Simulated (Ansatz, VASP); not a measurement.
ZnO in VASP and in Ansatz

POSCAR

```
ZnO
1.0
    3.2264991346      0.0000000000      0.0000000000
   -1.6132495673      2.7942302158      0.0000000000
    0.0000000000      0.0000000000     10.4726020683
Zn O
4 4
Direct
    0.0000000000      0.0000000000     -0.0006159377
    0.3333333333      0.6666666667      0.2495637823
    0.0000000000      0.0000000000      0.4993840623
    0.6666666667      0.3333333333      0.7495637823
    0.0000000000      0.0000000000      0.1881525681
    0.3333333333      0.6666666667      0.4378995872
    0.0000000000      0.0000000000      0.6881525681
    0.6666666667      0.3333333333      0.9378995872
```

Contents of INCAR.step1:

```
SYSTEM = ZnO
ALGO = Normal
EDIFF = 1E-4
ENCUT = 520
GGA = PE
ISMEAR = 0
LASPH = .TRUE.
LCHARG = .FALSE.
LREAL = .FALSE.
LWAVE = .TRUE.
NBANDS = 46
NELM = 60
PREC = Accurate
SIGMA = 0.01
```

Contents of INCAR.step2:

```
SYSTEM = ZnO
ALGO = Normal
EDIFF = 1E-6
ENCUT = 520
ISIF = 2
ISMEAR = 0
ISTART = 1
LASPH = .TRUE.
LCHARG = .TRUE.
LELF = .TRUE.
LMIXTAU = .TRUE.
LREAL = .FALSE.
LVHAR = .TRUE.
LWAVE = .FALSE.
METAGGA = R2SCAN
NBANDS = 46
NELM = 60
PREC = Accurate
SIGMA = 0.01
```

File KPOINTS:

```
k-points
0
G
  12 12 4
  0 0 0
```

Input for Ansatz:

```yaml
crystal:
  lattice:
    - [3.2264991346, 0.0, 0.0]
    - [-1.6132495673, 2.7942302158, 0.0]
    - [0.0, 0.0, 10.4726020683]
  atoms:
    - { symbol: Zn, position: [0.0, 0.0, -0.0006159377] }
    - { symbol: Zn, position: [0.3333333333, 0.6666666667, 0.2495637823] }
    - { symbol: Zn, position: [0.0, 0.0, 0.4993840623] }
    - { symbol: Zn, position: [0.6666666667, 0.3333333333, 0.7495637823] }
    - { symbol: O, position: [0.0, 0.0, 0.1881525681] }
    - { symbol: O, position: [0.3333333333, 0.6666666667, 0.4378995872] }
    - { symbol: O, position: [0.0, 0.0, 0.6881525681] }
    - { symbol: O, position: [0.6666666667, 0.3333333333, 0.9378995872] }
kpoints:
  mp_grid: { grid: [12, 12, 4] }
  band_path:
    path:
      - [0.0, 0.0, 0.0]
      - [0.5, 0.0, 0.0]
      - [0.3333333333, 0.3333333333, 0.0]
      - [0.0, 0.0, 0.5]
      - [0.5, 0.0, 0.5]
      - [0.3333333333, 0.3333333333, 0.5]
    npoints: 1
hamiltonian:
  xc: r2scan
scf:
  occupations: { method: fixed }
  n_extra_bands: 6
output:
  forces: true
  stress: true
  eigenvalues: true
```

Alike in both runs: task single point; functional r2SCAN; k mesh 12 × 12 × 4; no spin polarisation.

|  | VASP | Ansatz |
| --- | --- | --- |
| version | VASP 6.6.1 | Ansatz 0.2.0 |
| potentials or method | VASP PAW PBE potentials, release 64 (Zn, O) | plane waves, PAW |
| plane-wave cutoff (eV) | 520 | 500 |
| occupations | gaussian, width 0.01 eV | fixed |
| valence electrons in the cell | 72 | 72 |

```tsv
	VASP	Ansatz	Ansatz less VASP
gap on the k mesh at the Fermi level (eV)	1.18	1.18	+0.001
pressure (GPa)	1.3	0.0	-1.29
rms of the force components (eV/Å)	0.003	0.001	-0.0028
```

VASP's potentials were made for PBE, not for r2SCAN. Atom by atom the forces differ by 0.004 eV/Å (rms over components).
